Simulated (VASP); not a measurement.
Li6Ru: single point with PBE

Crystal: Li6Ru.

```
Li Ru
1.0
     0.00000    3.44356    3.44356
     3.44356    0.00000    3.44356
     3.44356    3.44356    0.00000
Li Ru
6 1
Direct
  0.50000 0.00000 0.00000
  0.00000 0.50000 0.50000
  0.00000 0.50000 0.00000
  0.50000 0.00000 0.50000
  0.00000 0.00000 0.50000
  0.50000 0.50000 0.00000
  0.50000 0.50000 0.50000
```

- Program: VASP 6.6.1
- Task: single point
- Functional: PBE
- Potentials or basis: VASP PAW PBE potentials, release 64 (Li_sv, Ru_pv)
- Cutoff: 520 eV
- k mesh: 4 × 4 × 4
- Occupations: gaussian, width 0.1 eV
- Spin: no spin polarisation

```json
{
 "Band gap on the k mesh": "zero (band 16 reaches 4.26 eV, above the bottom of band 17 at 3.82 eV)"
}
```

Levels at points of the mesh, in eV from the Fermi level:
```csv
k point,band 13,band 14,band 15,band 16,band 17,band 18,band 19,band 20
"(0.00, 0.00, 0.00)",-0.84,-0.67,-0.67,-0.40,1.26,1.26,1.26,3.40
"(0.50, 0.00, 0.00)",-1.22,-1.22,-1.03,-1.03,0.97,2.11,2.11,2.83
"(0.50, 0.50, 0.00)",-1.44,-1.20,-1.20,-0.93,1.09,1.09,2.10,2.15
```

It took 13 s on 1 thread of AMD EPYC 9R45 (Zen 5) (shared host), peak memory 0.17 GiB.

Caveat: the k points lie up to 0.40 Å⁻¹ apart.
